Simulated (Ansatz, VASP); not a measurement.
**SiC in VASP and in Ansatz**

The input POSCAR:

```
SiC
1.0
    0.0000000000      2.1780504216      2.1780504216
    2.1780504216      0.0000000000      2.1780504216
    2.1780504216      2.1780504216      0.0000000000
Si C
1 1
Direct
    0.2500000000      0.2500000000      0.2500000000
    0.0000000000      0.0000000000      0.0000000000
```

INCAR.step1

```
SYSTEM = SiC
PREC = Accurate ; ENCUT = 520
EDIFF = 1E-5 ; ISMEAR = 0
SIGMA = 0.01 ; LREAL = .False.
LASPH = .True. ; NELM = 100
ALGO = Normal ; ISIF = 2
LWAVE = .True. ; LCHARG = .False.
NBANDS = 11 ; GGA = PE
```

Contents of INCAR.step2:

```
SYSTEM = SiC
PREC = Accurate ; ENCUT = 520
EDIFF = 1E-6 ; ISMEAR = 0
SIGMA = 0.01 ; LREAL = .False.
LASPH = .True. ; NELM = 100
ALGO = Normal ; ISIF = 2
LWAVE = .False. ; LCHARG = .False.
GGA = PE ; LHFCALC = .True.
AEXX = 0.25 ; PRECFOCK = Normal
NBANDS = 11 ; ISTART = 1
```

Contents of KPOINTS:

```
Automatic mesh
0
Gamma
  8 8 8
  0 0 0
```

Input for Ansatz:

```yaml
crystal:
  lattice:
    - [0.0, 2.1780504216, 2.1780504216]
    - [2.1780504216, 0.0, 2.1780504216]
    - [2.1780504216, 2.1780504216, 0.0]
  atoms:
    - { symbol: Si, position: [0.25, 0.25, 0.25] }
    - { symbol: C, position: [0.0, 0.0, 0.0] }
kpoints:
  mp_grid: { grid: [8, 8, 8] }
  band_path:
    path:
      - [0.0, 0.0, 0.0]
      - [-0.5, -0.5, 0.0]
      - [-0.375, -0.375, 0.25]
      - [-0.375, 0.0, 0.375]
      - [0.0, 0.0, 0.5]
      - [-0.5, -0.25, 0.25]
      - [0.0, 0.5, 0.5]
    npoints: 1
hamiltonian:
  xc: pbe0
scf:
  occupations: { method: fixed }
  n_extra_bands: 4
output:
  forces: true
  stress: true
  eigenvalues: true
```

Alike in both runs: task single point; functional PBE0; k mesh 8 × 8 × 8; no spin polarisation.

|  | VASP | Ansatz |
| --- | --- | --- |
| version | VASP 6.6.1 | Ansatz 0.2.0 |
| potentials or method | VASP PAW PBE potentials, release 64 (Si, C) | plane waves, PAW |
| plane-wave cutoff (eV) | 520 | 420 |
| occupations | gaussian, width 0.01 eV | fixed |
| valence electrons in the cell | 8 | 8 |

Ansatz gave:

* gap on the k mesh at the Fermi level (eV): 2.95
* pressure (GPa): -1.3

Q: Estimate VASP's values.

A: gap on the k mesh at the Fermi level (eV): 2.96; pressure (GPa): -1.7.

Ansatz's warnings: stress exchange threshold loose, stress scf threshold loose.
